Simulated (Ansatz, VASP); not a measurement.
Rh in VASP and in Ansatz

Contents of INCAR:

```
SYSTEM = Rh
PREC = Accurate
ENCUT = 520
EDIFF = 1E-6
ISMEAR = -1
SIGMA = 0.1
LREAL = .FALSE.
LASPH = .TRUE.
NELM = 80
ALGO = Normal
ISIF = 2
LWAVE = .FALSE.
LCHARG = .FALSE.
GGA = PE
NBANDS = 14
```

File KPOINTS:

```
Automatic mesh
0
G
  11 11 11
  0 0 0
```

Contents of POSCAR:

```
Rh
1.0
    0.0000000000      1.9160595532      1.9160595532
    1.9160595532      0.0000000000      1.9160595532
    1.9160595532      1.9160595532      0.0000000000
Rh
1
Direct
    0.0000000000      0.0000000000      0.0000000000
```

Input for Ansatz:

```yaml
crystal:
  lattice:
    - [0.0, 1.9160595532, 1.9160595532]
    - [1.9160595532, 0.0, 1.9160595532]
    - [1.9160595532, 1.9160595532, 0.0]
  atoms:
    - { symbol: Rh, position: [0.0, 0.0, 0.0] }
hamiltonian:
  xc: pbe
  pseudopotentials:
    kind: paw
    azcp:
      Rh: "pseudopotentials/Rh.paw.azcp"
basis:
  ecutwfc: 420
  fft_grid_basis: typed
kpoints:
  mp_grid: { grid: [11, 11, 11], shift: [0, 0, 0] }
magnetization:
  spin_polarized: false
scf:
  occupations: { method: fermi_dirac, width: 0.1 }
  lower_state_search: "off"
output:
  stress: true
  write_density: true
  write_potential: true
  elf: true
  volumetric_format: npy
```

Alike in both runs: task single point; functional PBE; k mesh 11 × 11 × 11; occupations fermi-dirac, width 0.1 eV; no spin polarisation.

|  | VASP | Ansatz |
| --- | --- | --- |
| version | VASP 6.6.1 | Ansatz 0.2.0 |
| potentials or method | VASP PAW PBE potentials, release 64 (Rh_pv), cutoff 520 eV | plane waves (420 eV) with PAW, scalar-relativistic |
| valence electrons in the cell | 15 | 17 |

```tsv
	VASP	Ansatz	Ansatz less VASP
pressure (GPa)	0.4	0.3	-0.14
```

VASP's potentials hold 15 valence electrons a cell and Ansatz's 17, so a difference there can come from the potentials and not from the codes.
